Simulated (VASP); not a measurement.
A run of VASP 6.6.1:

INCAR

```
SYSTEM = Er5C
  PREC = Accurate
  ENCUT = 600
  EDIFF = 1E-7
  ISMEAR = 0
  SIGMA = 0.1
  LREAL = .False.
  LASPH = .True.
  NELM = 200
  ALGO = Normal
  ISIF = 3
  LWAVE = .False.
  LCHARG = .False.
  GGA = PE
  IBRION = 2
  NSW = 90
  EDIFFG = -0.04
  GGA_COMPAT = .False.
  NELMIN = 4
  LMAXMIX = 6
```

Contents of KPOINTS:

```
Automatic mesh
0
Gamma
  3 3 6
  0 0 0
```

File POSCAR:

```
Er5C
1.0
    7.3150125459      0.0000000000      0.0000000000
   -3.6575062730      6.3349866938      0.0000000000
    0.0000000000      0.0000000000      3.5701962952
Er C
5 1
Direct
    0.2436056184      0.0000000000      0.5000000000
    0.7563943816      0.7563943816      0.5000000000
    0.0000000000      0.2436056184      0.5000000000
    0.3333333333      0.6666666667      0.0000000000
    0.6666666667      0.3333333333      0.0000000000
    0.0000000000      0.0000000000      0.0000000000
```

Potentials or basis: VASP PAW PBE potentials, release 64 (Er_3, C), 4f in core.

Command:

```console
$ cat potpaw_PBE.64/Er_3/POTCAR potpaw_PBE.64/C/POTCAR > POTCAR
$ mpirun -np 1 vasp_std > vasp.out
```

Hardware: 1 thread of Intel(R) Xeon(R) Platinum 8488C (Sapphire Rapids), with other jobs on the host.

Task: Estimate the wall time of this run.

Result: It took 9.8 min on 1 thread of Intel(R) Xeon(R) Platinum 8488C (Sapphire Rapids) (shared host), peak memory 0.36 GiB. Counts: scf iterations 86, k points 12, ion steps 7.
